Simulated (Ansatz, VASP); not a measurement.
## Two plane-wave programs on SiNi

```xyz
8
Lattice="4.4648 0.0000 0.0000 0.0000 4.4648 0.0000 0.0000 0.0000 4.4648" Properties=species:S:1:pos:R:3 pbc="T T T"
Si    3.8679    3.8679    3.8679
Si    2.9159    0.6835    1.5489
Si    1.5489    2.9159    0.6835
Si    0.6835    1.5489    2.9159
Ni    0.6640    0.6640    0.6640
Ni    1.5684    3.8008    2.8964
Ni    2.8964    1.5684    3.8008
Ni    3.8008    2.8964    1.5684
```

Alike in both runs: task single point; functional r2SCAN; k mesh 10 × 10 × 10; occupations gaussian, width 0.15 eV; no spin polarisation.

|  | VASP | Ansatz |
| --- | --- | --- |
| version | VASP 6.6.1 | Ansatz 0.2.0 |
| potentials or method | VASP PAW PBE potentials, release 64 (Si, Ni), cutoff 520 eV | scalar-relativistic, plane waves, PAW |
| valence electrons in the cell | 56 | 88 |

|  | VASP | Ansatz | Ansatz less VASP |
| --- | --- | --- | --- |
| gap on the k mesh at the Fermi level (eV) | none | none | - |
| pressure (GPa) | 0.9 | 0.7 | -0.19 |
| traceless stress, the component that is largest in VASP (GPa) | 0.78 | 0.78 | +0.002 |
| rms of the force components (eV/Å) | 0.475 | 0.469 | -0.0058 |

VASP's potentials were made for PBE, not for r2SCAN. Atom by atom the forces differ by 0.006 eV/Å (rms over components). A gap of «none» marks a metal or a gap that the smearing closes. With one functional, cell and mesh, what is left measures potentials, basis and numerics. VASP's potentials hold 56 valence electrons a cell and Ansatz's 88, so a difference there can come from the potentials and not from the codes.
